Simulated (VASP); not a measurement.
Input of a VASP 6.6.1 run:

Contents of INCAR:

```
ALGO = Normal
EDIFF = 1E-6
EDIFFG = -0.04
ENCUT = 600
GGA = PE
IBRION = 2
ISIF = 3
ISMEAR = 0
LASPH = T
LCHARG = F
LREAL = F
LWAVE = F
NELM = 100
NSW = 90
PREC = Accurate
SIGMA = 0.1
```

KPOINTS

```
k-points
0
Gamma
  6 6 4
```

File POSCAR:

```
BeN
1.0
    3.4982527100      0.0000000000      0.0000000000
   -1.7491263600      3.0295757200      0.0000000000
    0.0000000000      0.0000000000      6.9086508700
Be N
4 4
Direct
    0.3333333300      0.6666666700      0.2626825500
    0.6666666700      0.3333333300      0.2626825500
    0.6666666700      0.3333333300      0.7373174500
    0.3333333300      0.6666666700      0.7373174500
    0.3333333300      0.6666666700      0.5000000000
    0.6666666700      0.3333333300      0.5000000000
    0.3333333300      0.6666666700      0.0000000000
    0.6666666700      0.3333333300      0.0000000000
```

Potentials or basis: VASP PAW PBE potentials, release 64 (Be, N).

Launch:

```console
$ cat potpaw_PBE.64/Be/POTCAR potpaw_PBE.64/N/POTCAR > POTCAR
$ mpirun -np 1 vasp_std > vasp.out
```

Q: Predict the space group after relaxing (to 0.05 Å).

A: P6/mmm (No. 191).

Q: Estimate the band gap on the k mesh.

A: Zero (band 14 reaches 1.09 eV, above the bottom of band 15 at 0.66 eV).

Stress tensor (GPa, compression positive):
```
 0.21  0.00  0.00
 0.00  0.21  0.00
 0.00  0.00 -0.25
```
